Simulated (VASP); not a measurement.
The system is C.

```
CELL_PARAMETERS angstrom
1.75607 0.00000 0.00000
0.00000 1.75607 0.00000
0.00000 0.00000 1.75607
ATOMIC_POSITIONS crystal
C 0.00000 0.00000 0.00000
```

- Program: VASP 6.6.1
- Task: relaxation of cell and atoms
- Functional: r2SCAN
- Potentials or basis: VASP PAW PBE potentials, release 64 (C)
- Cutoff: 600 eV
- k mesh: 30 × 30 × 30
- Occupations: gaussian, width 0.1 eV
- Spin: no spin polarisation

At the start: pressure 13.3 GPa; volume 5.42 Å³/atom.

How do energy, volume and symmetry change on relaxing?

Over 3 steps the energy falls by 8.0 meV/atom and the volume is 5.62 Å³/atom (+3.7 %); space group Pm-3m (No. 221, to 0.05 Å).

Step by step:
| step | energy change (eV) | largest force (eV/Å) | pressure (GPa) | volume (Å³) |
| --- | --- | --- | --- | --- |
| 1 | 0.0000 | 0.0000 | 13.30 | 5.42 |
| 2 | -0.0033 | 0.0000 | -9.13 | 5.78 |
| 3 | -0.0080 | 0.0000 | -0.04 | 5.62 |

Final structure:
```yaml
crystal:
  lattice:
    - [1.77742, 0.00000, 0.00000]
    - [0.00000, 1.77742, 0.00000]
    - [0.00000, 0.00000, 1.77742]
  atoms:
    - { symbol: C, position: [0.00000, 0.00000, 0.00000] }
```

Caveat: the PAW data sets were made with another functional, which shifts forces and pressure a little.
